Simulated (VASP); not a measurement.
# Si3C (P4/mmm) in VASP: further runs, part 2 of 2

VASP 6.6.1.

## (4) Single point, PBE

This run uses another cell than the first one, of 12.49 Å³/atom.

INCAR

```
SYSTEM = Si3C
ALGO     = Normal         ! electronic algorithm
EDIFF    = 1E-7           ! SCF threshold, eV
ENCUT    = 520            ! plane-wave cutoff, eV
GGA      = PE             ! functional
ISIF     = 2              ! what is computed and relaxed
ISMEAR   = 0              ! smearing method
LASPH    = .TRUE.         ! aspherical terms in the spheres
LCHARG   = .TRUE.         ! write CHGCAR
LELF     = .TRUE.         ! ELF
LREAL    = .FALSE.        ! projectors in reciprocal space
LVHAR    = .TRUE.       
LWAVE    = .FALSE.        ! write WAVECAR
NBANDS   = 16             ! bands
NELM     = 100            ! most SCF steps
PREC     = Accurate       ! precision mode
SIGMA    = 0.1            ! smearing width, eV
```

KPOINTS

```
k-points
0
G
  6 6 4
  0 0 0
```

POSCAR

```
Si3C
1.0
    2.6511745176      0.0000000000      0.0000000000
    0.0000000000      2.6511745176      0.0000000000
    0.0000000000      0.0000000000      7.1068134999
Si C
3 1
Direct
    0.5000000000      0.5000000000      0.1681905921
    0.0000000000      0.0000000000      0.5000000000
    0.5000000000      0.5000000000      0.8318094079
    0.0000000000      0.0000000000      0.0000000000
```

Potentials or basis: VASP PAW PBE potentials, release 64 (Si, C).

The run is started by

```console
$ cat potpaw_PBE.64/Si/POTCAR potpaw_PBE.64/C/POTCAR > POTCAR
$ mpirun -np 1 vasp_std > vasp.out
```

OUTCAR:

```text
SYSTEM = Si3C
   EDIFF = 1E-7
   ENCUT = 520
   GGA = PE
   ISIF = 2
   ISMEAR = 0
   LASPH = .TRUE.
   LREAL = .FALSE.
   NELM = 100
   PREC = Accurate

 ion  position               nearest neighbor table
   1  0.500  0.500  0.168-   4 2.22   4 2.22   4 2.22   4 2.22   3 2.39   2 3.01   2 3.01   2 3.01
                             2 3.01
   2  0.000  0.000  0.500-   1 3.01   3 3.01   1 3.01   3 3.01   1 3.01   3 3.01   1 3.01   3 3.01

   3  0.500  0.500  0.832-   4 2.22   4 2.22   4 2.22   4 2.22   1 2.39   2 3.01   2 3.01   2 3.01
                             2 3.01
   4  0.000  0.000  0.000-   1 2.22   3 2.22   1 2.22   3 2.22   1 2.22   3 2.22   1 2.22   3 2.22

  LATTYP: Found a simple tetragonal cell.
 ALAT       =     2.6511745176
 C/A-ratio  =     2.6806283225

  Lattice vectors:

 A1 = (   2.6511745176,   0.0000000000,   0.0000000000)
 A2 = (   0.0000000000,   2.6511745176,   0.0000000000)
 A3 = (   0.0000000000,   0.0000000000,   7.1068134999)

Analysis of symmetry for initial positions (statically):
=====================================================================
 Subroutine PRICEL returns:
 Original cell was already a primitive cell.

 Routine SETGRP: Setting up the symmetry group for a
 simple tetragonal supercell.
[... 177 lines left out ...]
 Fermi energy:         9.8228345666

 k-point     1 :       0.0000    0.0000    0.0000
  band No.  band energies     occupation
      1      -7.0905      2.00000
      2      -1.9890      2.00000
      3      -1.8629      2.00000
      4       5.6768      2.00000
      5       5.9088      2.00000
      6       8.7570      2.00000
[... 433 lines left out ...]
      3       1.6046      2.00000
      4       2.3096      2.00000
      5       4.5560      2.00000
      6       6.5562      2.00000
[... 8 lines left out ...]
     15      17.7735      0.00000
     16      19.6839      0.00000

 [... further k-points ...]

------------------------ aborting loop because EDIFF is reached ----------------------------------------

  FORCE on cell =-STRESS in cart. coord.  units (eV):
  Direction    XX          YY          ZZ          XY          YZ          ZX
  --------------------------------------------------------------------------------------
  -------------------------------------------------------------------------------------
  Total        0.0331468      0.0331468     -0.0217305      0.0000000      0.0000000      0.0000000
  in kB        1.0631638      1.0631638     -0.6969933      0.0000000      0.0000000      0.0000000
  external PRESSURE =       0.4764448 kB  Pullay stress =       0.0000000 kB

 VOLUME and BASIS-vectors are now :
 -----------------------------------------------------------------------------
  energy-cutoff  :      520.00
  volume of cell :       49.95
      direct lattice vectors                 reciprocal lattice vectors
     2.651174518  0.000000000  0.000000000     0.377191314  0.000000000  0.000000000
     0.000000000  2.651174518  0.000000000     0.000000000  0.377191314  0.000000000
     0.000000000  0.000000000  7.106813500     0.000000000  0.000000000  0.140710038

 POSITION                                       TOTAL-FORCE (eV/Angst)
 -----------------------------------------------------------------------------------
      1.32559      1.32559      1.19530        -0.000000      0.000000     -0.016075
      0.00000      0.00000      3.55341         0.000000      0.000000      0.000000
      1.32559      1.32559      5.91151         0.000000     -0.000000      0.016075
      0.00000      0.00000      0.00000         0.000000      0.000000      0.000000
 -----------------------------------------------------------------------------------
    total drift:                                0.000000      0.000000      0.000000

  FREE ENERGIE OF THE ION-ELECTRON SYSTEM (eV)
  ---------------------------------------------------
  free  energy   TOTEN  =       -21.0710686726 eV

  energy  without entropy=      -21.0643078617  energy(sigma->0) =      -21.06768827
```

OSZICAR:

```text
N       E                     dE             d eps       ncg     rms          rms(c)
DAV:   1     0.222081583912E+02    0.22208E+02   -0.65815E+03   960   0.874E+02
DAV:   2    -0.204285794381E+02   -0.42637E+02   -0.38781E+02  1304   0.129E+02
DAV:   3    -0.223902877385E+02   -0.19617E+01   -0.19457E+01  1256   0.246E+01
DAV:   4    -0.224044919512E+02   -0.14204E-01   -0.14202E-01  1200   0.256E+00
DAV:   5    -0.224046323862E+02   -0.14043E-03   -0.14041E-03  1264   0.226E-01    0.748E+00
DAV:   6    -0.212560972097E+02    0.11485E+01   -0.46197E+00  1264   0.141E+01    0.398E+00
DAV:   7    -0.210849594530E+02    0.17114E+00   -0.14192E+00  1216   0.610E+00    0.235E+00
DAV:   8    -0.210734959696E+02    0.11463E-01   -0.12041E-01  1144   0.205E+00    0.746E-01
DAV:   9    -0.210714421829E+02    0.20538E-02   -0.45872E-03  1224   0.408E-01    0.178E-01
DAV:  10    -0.210710597158E+02    0.38247E-03   -0.10446E-03  1176   0.188E-01    0.943E-02
DAV:  11    -0.210711011267E+02   -0.41411E-04   -0.30544E-04  1248   0.104E-01    0.377E-02
DAV:  12    -0.210710701815E+02    0.30945E-04   -0.56254E-05  1144   0.419E-02    0.125E-02
DAV:  13    -0.210710686406E+02    0.15409E-05   -0.11474E-05  1248   0.197E-02    0.263E-03
DAV:  14    -0.210710686726E+02   -0.31979E-07   -0.40031E-07  1128   0.396E-03
   1 F= -.21071069E+02 E0= -.21067688E+02  d E =-.676081E-02
```

Wall time 24 s (1 thread of Intel Xeon 8259CL, shared host); peak memory 0.16 GiB.

What came out:

* Free energy: -21.0711 eV
* Pressure: 0.0 GPa
* Largest force: 0.016 eV/Å
* Band gap on the k mesh: zero (bands 8 and 9 overlap by 4.70 eV)

Forces in eV/Å, atoms in the order of the input:
```
Si   0.000  0.000 -0.016
Si   0.000  0.000  0.000
Si   0.000  0.000  0.016
C    0.000  0.000  0.000
```

Caveat: the k points lie up to 0.39 Å⁻¹ apart, too coarse for converged energies and pressures of a metal.

## (5) The runs side by side

```tsv
cell	k mesh	gap on the mesh (eV)	pressure (GPa)	largest force (eV/Å)
a = 2.652, b = 2.652, c = 7.082 Å, 4 atoms, atomic positions A	6 × 6 × 2	none	-0.1	0.02
a = 2.743, b = 2.743, c = 7.760 Å, 4 atoms, atomic positions B	6 × 6 × 2	none	-10.6	1.03
a = 2.651, b = 2.651, c = 7.107 Å, 4 atoms, atomic positions C	6 × 6 × 4	none	0.0	0.02
```

Alike in all rows: task single point; level PBE; potentials or basis VASP PAW PBE potentials, release 64 (Si, C); no spin polarisation; cutoff (eV) 520; smearing gaussian 0.1 eV.

Caveats: all runs use coarse meshes; forces of over 1 eV/Å act on the atoms, so gaps and moduli don't describe the material at rest (at least some runs).

Total energies depend on the potentials used, so only differences within one code and one set of settings carry meaning.
